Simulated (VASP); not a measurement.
**Ir: single point with LDA**

The system is Ir.

```
Ir
1.0
     0.00000    1.97380    1.81590
     1.97380    0.00000    1.81590
     1.97380    1.97380    0.00000
Ir
1
Direct
  0.00000 0.00000 0.00000
```

This cell differs from its parent crystal: ratio of the length along z to the lengths across it x 0.92, volume and fractional coordinates fixed.

```yaml
Program: VASP 6.6.1
Task: single point
Functional: LDA
Potentials_or_basis: VASP PAW LDA potentials, release 64 (Ir_sv_GW)
Cutoff: 500 eV
k_mesh: 8 × 8 × 8
Occupations: gaussian, width 0.15 eV
Spin: no spin polarisation
```

The pressure is -7.3 GPa.

Stress tensor (GPa, compression positive):
```
-16.52   0.00   0.00
  0.00 -16.52   0.00
  0.00   0.00  11.18
```

Levels at points of the mesh, in eV from the Fermi level:
```csv
k point,band 5,band 6,band 7,band 8,band 9,band 10,band 11,band 12
"(0.00, 0.00, 0.00)",-11.10,-4.22,-4.22,-3.18,-1.93,-0.58,13.74,18.24
"(0.50, 0.00, 0.00)",-8.12,-4.58,-3.38,-0.70,0.55,1.22,7.33,13.19
"(0.50, 0.50, 0.00)",-7.84,-7.44,0.85,1.50,1.50,2.94,10.51,10.51
"(0.50, 0.00, 0.50)",-7.96,-7.28,0.79,0.93,1.15,1.88,9.83,11.53
```

Run time: 6.3 s on 1 thread of AMD EPYC 9R45 96-Core Processor (Zen 5), with other jobs on the host, peak memory 0.1 GiB.

Caveat: spin-orbit coupling is left out, which moves the levels of the heavy elements.
